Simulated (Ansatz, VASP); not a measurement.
# TiMoSe4 in VASP and in Ansatz

```
Ti Mo Se
1.0
     4.47859    0.00000    0.00000
     0.00000    4.47859    0.00000
     0.00000    0.00000    6.28323
Ti Mo Se
1 1 4
Cartesian
  2.2393 2.2393 3.1416
  0.0000 0.0000 0.0000
  2.2393 0.0000 4.7253
  0.0000 2.2393 1.5579
  2.2393 0.0000 1.5579
  0.0000 2.2393 4.7253
```

Change from the starting cell: species swapped into the TlBiF4 type (P4/mmm, No. 123).

Alike in both runs: functional PBE; k mesh 3 × 3 × 2; occupations gaussian, width 0.15 eV; collinear spin.

Ansatz relaxed the structure, and its values are those at the end. VASP's run is a single point on that final structure, the one shown.

|  | VASP | Ansatz |
| --- | --- | --- |
| version | VASP 6.6.1 | Ansatz 0.2.0 |
| potentials or method | VASP PAW PBE potentials, release 64 (Ti_sv, Mo_sv, Se), cutoff 520 eV | scalar-relativistic, plane waves, PAW |
| valence electrons in the cell | 50 | 90 |

```tsv
	VASP	Ansatz	Ansatz less VASP
gap on the k mesh at the Fermi level (eV)	none	none	-
pressure (GPa)	0.4	0.3	-0.12
rms of the force components (eV/Å)	0.004	0.005	+0.0011
net moment per atom (μB)	0.44	0.44	0.000
size of the moment on the site where the two differ most (μB)	1.84	1.66	-0.185
```

Site moments also hang on the region over which each program counts them. A gap of «none» marks a metal or a gap that the smearing closes. VASP's potentials hold 50 valence electrons a cell and Ansatz's 90, so a difference there can come from the potentials and not from the codes.

The k mesh is coarse, so the values compare programs but aren't converged.
